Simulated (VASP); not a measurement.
Wanted: the native input for a VASP 6.6.1 run.

- Task: single point
- Functional: PBE
- Potentials or basis: VASP PAW PBE potentials, release 64 (Re)
- Cutoff: 520 eV
- k mesh: 10 × 10 × 1
- Occupations: gaussian, width 0.1 eV
- Spin: no spin polarisation
- Dipole correction: yes
- Further INCAR settings: ALGO = Normal; EDIFF = 1e-07; NBANDS = 18

The structure of Re lies in POSCAR:

```
Re
1.0
    2.7686392928      0.0000000000      0.0000000000
    0.0000000000      2.7686392928      0.0000000000
    0.0000000000      0.0000000000     19.2239016182
Re
3
Direct
    0.5000000000      0.5000000000      0.2080743066
    0.0000000000      0.0000000000      0.3049168957
    0.5000000000      0.5000000000      0.4017863684
```

One way to write it, as run:

INCAR

```
SYSTEM = Re
PREC = Accurate ; ENCUT = 520
EDIFF = 1E-7 ; ISMEAR = 0
SIGMA = 0.1 ; LREAL = .FALSE.
LASPH = .TRUE. ; NELM = 80
ALGO = Normal ; ISIF = 2
LWAVE = .FALSE. ; LCHARG = .FALSE.
LDIPOL = .TRUE. ; IDIPOL = 3
DIPOL = 0.5 0.5 0.305 ; GGA = PE
NBANDS = 18
```

KPOINTS

```
Automatic mesh
0
G
  10 10 1
  0 0 0
```

Potentials or basis: VASP PAW PBE potentials, release 64 (Re).

The run is started by

```bash
$ cat potpaw_PBE.64/Re/POTCAR > POTCAR
$ mpirun -np 1 vasp_std > vasp.out
```

It gave:

* Largest force: 0.031 eV/Å

Run time: 2.2 min on 1 thread of Intel(R) Xeon(R) Platinum 8375C CPU @ 2.90GHz (Ice Lake), with other jobs on the host, peak memory 0.27 GiB.
